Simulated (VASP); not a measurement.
Ti: single point with LDA

Crystal: Ti.

```xyz
4
Lattice="5.9000 0.0000 0.0000 -1.4750 2.5548 0.0000 0.0000 0.0000 4.6800" Properties=species:S:1:pos:R:3 pbc="T T T"
Ti    0.0439    1.6315    1.0473
Ti    2.9918    1.7638    1.0688
Ti    1.4644    0.9161    3.5433
Ti    4.4315    0.7876    3.6320
```

* Program: VASP 6.6.1
* Task: single point
* Functional: LDA
* Potentials or basis: VASP PAW LDA potentials, release 64 (Ti_sv)
* Cutoff: 400 eV
* k mesh: 4 × 7 × 4
* Occupations: fermi-dirac, width 0.08 eV
* Spin: no spin polarisation
* Dipole correction: no
* Further INCAR settings: ALGO = Normal; EDIFF = 1e-06; NBANDS = 32

* Pressure: -8.7 GPa
* Largest force: 1.105 eV/Å
* Band gap on the k mesh: zero (band 24 reaches 8.43 eV, above the bottom of band 25 at 7.68 eV)

Forces on the atoms (eV/Å):
```
Ti   0.037  0.597  0.535
Ti  -0.159 -0.617  0.825
Ti   0.162 -0.488 -0.379
Ti  -0.039  0.509 -0.981
```

Stress tensor (GPa, compression positive):
```
-9.34 -0.40 -0.18
-0.40 -9.02 -0.18
-0.18 -0.18 -7.63
```

Levels at points of the mesh, in eV from the Fermi level:
```csv
k point,band 21,band 22,band 23,band 24,band 25,band 26,band 27,band 28
"(0.00, 0.00, 0.00)",-1.79,-0.52,0.36,0.44,0.63,0.66,0.73,0.96
"(0.50, 0.00, 0.00)",-1.04,-0.95,-0.44,-0.23,0.43,0.57,0.71,0.81
"(0.00, 0.00, 0.50)",-1.10,-0.57,-0.50,0.51,0.54,0.60,0.64,0.68
"(0.50, 0.00, 0.50)",-1.00,-0.74,-0.41,-0.33,0.28,0.32,0.51,0.60
```

It took 100 s on 1 thread of Intel Xeon 6975P-C, on a shared host, peak memory 0.19 GiB.

Caveat: forces of over 1 eV/Å act on the atoms, so gaps and moduli don't describe the material at rest.
